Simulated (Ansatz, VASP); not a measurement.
Two plane-wave programs on TaPb

```
Ta Pb
1.0
     3.36999    0.00000    0.00000
     0.00000    3.36999    0.00000
     0.00000    0.00000    3.76781
Ta Pb
1 1
Direct
  0.50000 0.50000 0.50000
  0.00000 0.00000 0.00000
```

Alike in both runs: functional PBE; k mesh 6 × 6 × 4; occupations gaussian, width 0.1 eV; no spin polarisation.

Ansatz relaxed the structure, and its values are those at the end. VASP's run is a single point on that final structure, the one shown.

```csv
,VASP,Ansatz
version,VASP 6.6.1,Ansatz 0.2.0
potentials or method,"VASP PAW PBE potentials, release 64 (Ta_pv, Pb_d), cutoff 520 eV","scalar-relativistic, plane waves, PAW"
valence electrons in the cell,25,27
```

|  | VASP | Ansatz | Ansatz less VASP |
| --- | --- | --- | --- |
| gap on the k mesh at the Fermi level (eV) | none | none | - |
| pressure (GPa) | -0.2 | -0.2 | 0.00 |

A gap of «none» marks a metal or a gap that the smearing closes. VASP's potentials hold 25 valence electrons a cell and Ansatz's 27, so a difference there can come from the potentials and not from the codes.

The k mesh is coarse, so the values compare programs but aren't converged. Spin-orbit coupling is off throughout.
